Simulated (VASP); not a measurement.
# InW4 (Pm-3m) in VASP: a series of runs, part 2 of 3

VASP 6.6.1. Earlier steps stand in the parts before.

## Step 4: Single point, PBE

This run uses another cell than the first one, of 22.11 Å³/atom.

File INCAR:

```
PREC     = Accurate       # precision mode
ENCUT    = 500            # plane-wave cutoff, eV
EDIFF    = 1E-6           # SCF threshold, eV
ISMEAR   = 0              # smearing method
SIGMA    = 0.1            # smearing width, eV
LREAL    = False          # projectors in reciprocal space
LASPH    = True           # aspherical terms in the spheres
NELM     = 120            # most SCF steps
ALGO     = Normal         # electronic algorithm
ISIF     = 2              # what is computed and relaxed
LWAVE    = False          # write WAVECAR
LCHARG   = True           # write CHGCAR
GGA      = PE             # functional
LELF     = True           # ELF
LVHAR    = True         
NBANDS   = 42             # bands
GGA_COMPAT= False
```

File KPOINTS:

```
regular mesh
0
Gamma
  8 8 8
```

File POSCAR:

```
InW4
1.0
    4.7996840545      0.0000000000      0.0000000000
    0.0000000000      4.7996840545      0.0000000000
    0.0000000000      0.0000000000      4.7996840545
In W
1 4
Direct
    0.5000000000      0.5000000000      0.5000000000
    0.5000000000      0.0000000000      0.0000000000
    0.0000000000      0.5000000000      0.0000000000
    0.0000000000      0.0000000000      0.5000000000
    0.0000000000      0.0000000000      0.0000000000
```

Potentials or basis: VASP PAW PBE potentials, release 64 (In_d, W_sv).

Started as:

```console
cat potpaw_PBE.64/In_d/POTCAR potpaw_PBE.64/W_sv/POTCAR > POTCAR
mpirun -np 1 vasp_std > vasp.out
```

OUTCAR:

```text
PREC = Accurate
   ENCUT = 500
   EDIFF = 1E-6
   ISMEAR = 0
   LREAL = False
   LASPH = True
   NELM = 120
   ISIF = 2
   GGA = PE

 ion  position               nearest neighbor table
   1  0.500  0.500  0.500-   2 3.39   3 3.39   4 3.39   2 3.39   3 3.39   2 3.39   4 3.39   2 3.39
                             3 3.39   4 3.39   3 3.39   4 3.39
   2  0.500  0.000  0.000-   5 2.40   5 2.40   4 3.39   1 3.39   1 3.39   4 3.39   1 3.39   3 3.39
                             1 3.39   3 3.39   4 3.39   3 3.39   4 3.39   3 3.39
   3  0.000  0.500  0.000-   5 2.40   5 2.40   4 3.39   1 3.39   1 3.39   4 3.39   2 3.39   4 3.39
                             2 3.39   4 3.39   1 3.39   2 3.39   1 3.39   2 3.39
   4  0.000  0.000  0.500-   5 2.40   5 2.40   3 3.39   1 3.39   2 3.39   3 3.39   2 3.39   1 3.39
                             3 3.39   3 3.39   1 3.39   2 3.39   2 3.39   1 3.39
   5  0.000  0.000  0.000-   2 2.40   3 2.40   4 2.40   4 2.40   3 2.40   2 2.40

  LATTYP: Found a simple cubic cell.
 ALAT       =     4.7996840545

  Lattice vectors:

 A1 = (   4.7996840545,   0.0000000000,   0.0000000000)
 A2 = (   0.0000000000,   4.7996840545,   0.0000000000)
 A3 = (   0.0000000000,   0.0000000000,   4.7996840545)

Analysis of symmetry for initial positions (statically):
=====================================================================
 Subroutine PRICEL returns:
 Original cell was already a primitive cell.

 Routine SETGRP: Setting up the symmetry group for a
 simple cubic supercell.

 Subroutine GETGRP returns: Found 48 space group operations
 (whereof 48 operations were pure point group operations)
 out of a pool of 48 trial point group operations.

The static configuration has the point symmetry O_h .

Analysis of symmetry for dynamics (positions and initial velocities):
=====================================================================
 Subroutine PRICEL returns:
 Original cell was already a primitive cell.

 Routine SETGRP: Setting up the symmetry group for a
 simple cubic supercell.

[... 132 lines left out ...]
  Fermi-wavevector in a.u.,A,eV,Ry     =   1.398981  2.643691 26.628620  1.957148
  Thomas-Fermi vector in A             =   2.522086
   LORBIT       =      0    0 simple, 1 ext, 2 COOP (PROOUT), +10 PAW based schemes
   GGA     = PE    functional components
   LHFCALC =     F    Hartree Fock is set to
   AEXX    =    0.0000 exact exchange contribution
   IVDW    =     0    specifies the selected vdW correction
   LEPSILON=     F    determine dielectric tensor
   LRPA    =     F    only Hartree local field effects (RPA)
 non-spin polarized calculation
 Gauss-broadening in eV      SIGMA  =   0.10
  energy-cutoff  :      500.00
  volume of cell :      110.57
 maximum number of plane-waves:      2841
 NGX is ok and might be reduce to    36
   NGX = 17   NGY = 17   NGZ = 17

 number of electron      68.9999988 magnetization

 Free energy of the ion-electron system (eV)
  ---------------------------------------------------
  ext. energy  EPLUGINS =         0.00000000
  ---------------------------------------------------
  free energy    TOTEN  =       -44.04601983 eV

  energy without entropy =      -44.02179435  energy(sigma->0) =      -44.03390709

 E-fermi :   7.5277     XC(G=0): -11.4464

 val. band max:        7.5276293025   @ k =   0.5000   0.5000   0.1250
 cond. band min:       7.5289923103   @ k =   0.5000   0.5000   0.0000
 fundamental gap:      0.0013630078
 Fermi energy:         7.5276609785

 k-point     1 :       0.0000    0.0000    0.0000
  band No.  band energies     occupation
      1     -66.8567      2.00000
      2     -66.7982      2.00000
      3     -66.7982      2.00000
      4     -65.7014      2.00000
      5     -32.0006      2.00000
      6     -32.0006      2.00000
[... 1069 lines left out ...]
     41       8.9850      0.00000
     42       9.9832      0.00000

 [... further k-points ...]

------------------------ aborting loop because EDIFF is reached ----------------------------------------

  FORCE on cell =-STRESS in cart. coord.  units (eV):
  Direction    XX          YY          ZZ          XY          YZ          ZX
  --------------------------------------------------------------------------------------
  -------------------------------------------------------------------------------------
  Total        0.5229652      0.5229652      0.5229652     -0.0000000     -0.0000000      0.0000000
  in kB        7.5778405      7.5778405      7.5778405     -0.0000000     -0.0000000      0.0000000
  external PRESSURE =       7.5778405 kB  Pullay stress =       0.0000000 kB

 VOLUME and BASIS-vectors are now :
 -----------------------------------------------------------------------------
  energy-cutoff  :      500.00
  volume of cell :      110.57
      direct lattice vectors                 reciprocal lattice vectors
     4.799684055  0.000000000  0.000000000     0.208347047  0.000000000  0.000000000
     0.000000000  4.799684055  0.000000000     0.000000000  0.208347047  0.000000000
     0.000000000  0.000000000  4.799684055     0.000000000  0.000000000  0.208347047

 POSITION                                       TOTAL-FORCE (eV/Angst)
 -----------------------------------------------------------------------------------
      2.39984      2.39984      2.39984         0.000000      0.000000      0.000000
      2.39984      0.00000      0.00000         0.000000      0.000000      0.000000
      0.00000      2.39984      0.00000         0.000000      0.000000      0.000000
      0.00000      0.00000      2.39984         0.000000      0.000000      0.000000
      0.00000      0.00000      0.00000         0.000000      0.000000      0.000000
 -----------------------------------------------------------------------------------
    total drift:                                0.000000      0.000000     -0.000000

  FREE ENERGIE OF THE ION-ELECTRON SYSTEM (eV)
  ---------------------------------------------------
  free  energy   TOTEN  =       -44.0460198326 eV

  energy  without entropy=      -44.0217943520  energy(sigma->0) =      -44.03390709
```

Run time: 2.4 min. Hardware: 1 thread of Intel Xeon 8259CL, shared host; peak memory 0.28 GiB.

Results:

```
Free energy            : -44.0460 eV
Pressure               : 0.8 GPa
Band gap on the k mesh : zero (an odd number of electrons rules out a gap without spin polarisation)
```

Caveat: spin-orbit coupling is left out, which moves the levels of the heavy elements.

## Step 5: Relaxation of cell and atoms, PBE

This run uses another cell than the first one, of 22.73 Å³/atom.

File INCAR:

```
PREC = Accurate
ENCUT = 500
EDIFF = 1E-7
ISMEAR = 0
SIGMA = 0.1
LREAL = F
LASPH = T
NELM = 120
ALGO = Normal
ISIF = 3
LWAVE = F
LCHARG = F
GGA = PE
IBRION = 2
NSW = 90
EDIFFG = -0.04
GGA_COMPAT = F
NELMIN = 4
```

File KPOINTS:

```
regular mesh
0
Gamma
  4 4 4
```

POSCAR: that of step 4 with these lines changed.

```diff
@@ -2,5 +2,5 @@
 1.0
-    4.7996840545      0.0000000000      0.0000000000
-    0.0000000000      4.7996840545      0.0000000000
-    0.0000000000      0.0000000000      4.7996840545
+    4.8436649200      0.0000000000      0.0000000000
+    0.0000000000      4.8436649200      0.0000000000
+    0.0000000000      0.0000000000      4.8436649200
 In W
```

Potentials or basis: VASP PAW PBE potentials, release 64 (In_d, W_sv).

Started as:

```console
cat potpaw_PBE.64/In_d/POTCAR potpaw_PBE.64/W_sv/POTCAR > POTCAR
mpirun -np 1 vasp_std > vasp.out
```

OUTCAR:

```text
PREC = Accurate
   ENCUT = 500
   EDIFF = 1E-7
   ISMEAR = 0
   LREAL = F
   LASPH = T
   NELM = 120
   ISIF = 3
   GGA = PE
   IBRION = 2
   NSW = 90
   EDIFFG = -0.04
   NELMIN = 4

 ion  position               nearest neighbor table
   1  0.500  0.500  0.500-   2 3.42   3 3.42   4 3.42   2 3.42   3 3.42   2 3.42   4 3.42   2 3.42
                             3 3.42   4 3.42   3 3.42   4 3.42
   2  0.500  0.000  0.000-   5 2.42   5 2.42   4 3.42   1 3.42   1 3.42   4 3.42   1 3.42   3 3.42
                             1 3.42   3 3.42   4 3.42   3 3.42   4 3.42   3 3.42
   3  0.000  0.500  0.000-   5 2.42   5 2.42   4 3.42   1 3.42   1 3.42   4 3.42   2 3.42   4 3.42
                             2 3.42   4 3.42   1 3.42   2 3.42   1 3.42   2 3.42
   4  0.000  0.000  0.500-   5 2.42   5 2.42   3 3.42   1 3.42   2 3.42   3 3.42   2 3.42   1 3.42
                             3 3.42   3 3.42   1 3.42   2 3.42   2 3.42   1 3.42
   5  0.000  0.000  0.000-   2 2.42   3 2.42   4 2.42   4 2.42   3 2.42   2 2.42

  LATTYP: Found a simple cubic cell.
 ALAT       =     4.8436649200

  Lattice vectors:

 A1 = (   4.8436649200,   0.0000000000,   0.0000000000)
 A2 = (   0.0000000000,   4.8436649200,   0.0000000000)
 A3 = (   0.0000000000,   0.0000000000,   4.8436649200)

Analysis of symmetry for initial positions (statically):
=====================================================================
[... 156 lines left out ...]

 number of electron      68.9999980 magnetization

 Free energy of the ion-electron system (eV)
  ---------------------------------------------------
  ext. energy  EPLUGINS =         0.00000000
  ---------------------------------------------------
  free energy    TOTEN  =       -43.86573352 eV

  energy without entropy =      -43.83758004  energy(sigma->0) =      -43.85165678

------------------------ aborting loop because EDIFF is reached ----------------------------------------

  FORCE on cell =-STRESS in cart. coord.  units (eV):
  Direction    XX          YY          ZZ          XY          YZ          ZX
  --------------------------------------------------------------------------------------
  -------------------------------------------------------------------------------------
  Total       -1.4577433     -1.4577433     -1.4577433      0.0000000      0.0000000      0.0000000
  in kB      -20.5527221    -20.5527221    -20.5527221      0.0000000      0.0000000      0.0000000
  external PRESSURE =     -20.5527221 kB  Pullay stress =       0.0000000 kB
[... 65 lines left out ...]
--------------------------------------- Ionic step        3  -------------------------------------------

 number of electron      68.9999981 magnetization

 Free energy of the ion-electron system (eV)
  ---------------------------------------------------
  ext. energy  EPLUGINS =         0.00000000
  ---------------------------------------------------
  free energy    TOTEN  =       -43.87702845 eV

  energy without entropy =      -43.84861760  energy(sigma->0) =      -43.86282302

 E-fermi :   7.4146     XC(G=0): -11.3850

 val. band max:        7.3842338777   @ k =   0.5000   0.5000   0.0000
 cond. band min:       7.4568127805   @ k =   0.5000   0.5000   0.5000
 fundamental gap:      0.0725789028
 Fermi energy:         7.4146199775

 k-point     1 :       0.0000    0.0000    0.0000
  band No.  band energies     occupation
      1     -67.0002      2.00000
      2     -66.9464      2.00000
      3     -66.9464      2.00000
      4     -65.8564      2.00000
      5     -32.0819      2.00000
      6     -32.0819      2.00000
[... 461 lines left out ...]
  FREE ENERGIE OF THE ION-ELECTRON SYSTEM (eV)
  ---------------------------------------------------
  free  energy   TOTEN  =       -43.8770284466 eV

  energy  without entropy=      -43.8486175982  energy(sigma->0) =      -43.86282302

 reached required accuracy - stopping structural energy minimisation
```

OSZICAR:

```text
N       E                     dE             d eps       ncg     rms          rms(c)
DAV:   1     0.878014876708E+03    0.87801E+03   -0.37434E+04   836   0.194E+03
[... 34 lines left out ...]
DAV:   4    -0.438776194200E+02    0.40544E-02   -0.14476E-02  1030   0.931E-01    0.698E-01
DAV:   5    -0.438772956488E+02    0.32377E-03   -0.44898E-03   977   0.449E-01    0.361E-01
DAV:   6    -0.438770355223E+02    0.26013E-03   -0.28504E-03   956   0.370E-01    0.114E-01
DAV:   7    -0.438770275001E+02    0.80222E-05   -0.30781E-04  1029   0.139E-01    0.137E-02
DAV:   8    -0.438770287040E+02   -0.12039E-05   -0.35135E-05  1171   0.389E-02    0.173E-02
DAV:   9    -0.438770283998E+02    0.30416E-06   -0.18073E-06   988   0.891E-03    0.856E-03
DAV:  10    -0.438770284466E+02   -0.46799E-07   -0.23056E-07   671   0.328E-03
   3 F= -.43877028E+02 E0= -.43862823E+02  d E =-.112949E-01
```

Run time: 2.2 min. Hardware: 1 thread of Intel Xeon 8259CL, shared host; peak memory 0.23 GiB.

What came out:

```yaml
Free_energy: -43.8770 eV
Relaxed_volume: 22.38 Å³/atom
Relaxed_cell: a = 4.819 Å, b = 4.819 Å, c = 4.819 Å, α = 90.00°, β = 90.00°, γ = 90.00°
Space_group_after_relaxing_to_0.1_Å: Pm-3m (No. 221)
Energy_gained_by_relaxing: 2.3 meV/atom
Ionic_steps: 3
Pressure_after_relaxing: 0.0 GPa
Band_gap_on_the_k_mesh: zero (an odd number of electrons rules out a gap without spin polarisation)
```

The path:
| step | energy change (eV) | largest force (eV/Å) | pressure (GPa) | volume (Å³) |
| --- | --- | --- | --- | --- |
| 1 | 0.0000 | 0.0000 | -2.06 | 113.64 |
| 2 | 0.0250 | 0.0000 | 3.98 | 108.91 |
| 3 | -0.0113 | 0.0000 | -0.02 | 111.92 |

Final structure:
```
CELL_PARAMETERS angstrom
4.81912 0.00000 0.00000
0.00000 4.81912 0.00000
0.00000 0.00000 4.81912
ATOMIC_POSITIONS crystal
In 0.50000 0.50000 0.50000
W 0.50000 0.00000 0.00000
W 0.00000 0.50000 0.00000
W 0.00000 0.00000 0.50000
W 0.00000 0.00000 0.00000
```

Levels at points of the mesh, in eV from the Fermi level:
```tsv
k point	band 32	band 33	band 34	band 35	band 36	band 37
(0.00, 0.00, 0.00)	-0.17	-0.17	0.13	0.13	0.13	1.87
(0.50, 0.00, 0.00)	-1.14	-0.55	-0.55	-0.37	-0.24	0.15
(0.50, 0.50, 0.00)	-1.49	-0.75	-0.67	-0.03	-0.03	0.16
(0.50, 0.50, 0.50)	-1.08	0.04	0.04	0.04	0.14	0.14
```

Caveat: spin-orbit coupling is left out, which moves the levels of the heavy elements.

[end of part 2 of 3]

The gap in the log of VASP goes by the Fermi energy; the results here count the filled bands.